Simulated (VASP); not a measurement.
Input of a VASP 6.6.1 run:

INCAR

```
SYSTEM = MgF2
ALGO     = Normal         ! electronic algorithm
EDIFF    = 1E-6           ! SCF threshold, eV
ENCUT    = 600            ! plane-wave cutoff, eV
GGA      = PE             ! functional
GGA_COMPAT= .False.      
ISIF     = 2              ! what is computed and relaxed
ISMEAR   = -1             ! smearing method
LASPH    = .True.         ! aspherical terms in the spheres
LCHARG   = .False.        ! write CHGCAR
LREAL    = .False.        ! projectors in reciprocal space
LWAVE    = .False.        ! write WAVECAR
NBANDS   = 25             ! bands
NELM     = 120            ! most SCF steps
PREC     = Accurate       ! precision mode
SIGMA    = 0.02           ! smearing width, eV
```

File KPOINTS:

```
k-points
0
Gamma
  6 6 8
  0 0 0
```

Contents of POSCAR:

```
MgF2
1.0
    4.4833555148      0.0000000000      0.0000000000
    0.0000000000      4.4833555148      0.0000000000
    0.0000000000      0.0000000000      2.9547284068
Mg F
2 4
Direct
    0.0000000000      0.0000000000      0.0000000000
    0.5000000000      0.5000000000      0.5000000000
    0.3014349717      0.3014349717      0.0000000000
    0.1985650283      0.8014349717      0.5000000000
    0.8014349717      0.1985650283      0.5000000000
    0.6985650283      0.6985650283      0.0000000000
```

Potentials or basis: VASP PAW PBE potentials, release 64 (Mg, F).

The run is started by

```sh
$ cat potpaw_PBE.64/Mg/POTCAR potpaw_PBE.64/F/POTCAR > POTCAR
$ mpirun -np 1 vasp_std > vasp.out
```

(1) Predict the band gap on the k mesh.

(2) What does it give for the pressure?

(3) Estimate the largest force.

Results:

(1) 7.78 eV.

(2) 16.2 GPa.

(3) 0.024 eV/Å.

Caveat: the cell differs from its parent crystal (strain -3.0%); the cell stands under pressure; the structure was generated, so it needn't be the stable form of MgF2.
